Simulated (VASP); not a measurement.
CuI:

```
Cu I
1.0
     0.00000    3.04045    3.04045
     3.04045    0.00000    3.04045
     3.04045    3.04045    0.00000
Cu I
1 1
Direct
  0.00000 0.00000 0.00000
  0.25000 0.25000 0.25000
```

```yaml
Program: VASP 6.6.1
Task: relaxation of cell and atoms
Functional: PBEsol
Potentials_or_basis: VASP PAW PBE potentials, release 64 (Cu, I)
Cutoff: 600 eV
k_mesh: 6 × 6 × 6
Occupations: fermi-dirac, width 0.02 eV
Spin: no spin polarisation
```

At the start: pressure -2.8 GPa; volume 28.11 Å³/atom.

Q: How do energy, volume and symmetry change on relaxing?

A: Over 4 steps the energy falls by 17.1 meV/atom and the volume is 26.26 Å³/atom (-6.6 %); space group F-43m (No. 216, to 0.05 Å).

Step by step:
| step | energy change (eV) | largest force (eV/Å) | pressure (GPa) | volume (Å³) |
| --- | --- | --- | --- | --- |
| 1 | 0.0000 | 0.0000 | -2.80 | 56.21 |
| 2 | -0.0341 | 0.0000 | 0.29 | 52.31 |
| 3 | -0.0343 | 0.0000 | -0.04 | 52.59 |
| 4 | -0.0343 | 0.0000 | 0.02 | 52.52 |

Final structure:
```yaml
crystal:
  lattice:
    - [0.00000, 2.97228, 2.97228]
    - [2.97228, 0.00000, 2.97228]
    - [2.97228, 2.97228, 0.00000]
  atoms:
    - { symbol: Cu, position: [0.00000, 0.00000, 0.00000] }
    - { symbol: I, position: [0.25000, 0.25000, 0.25000] }
```

Caveat: the PAW data sets were made with another functional, which shifts forces and pressure a little.
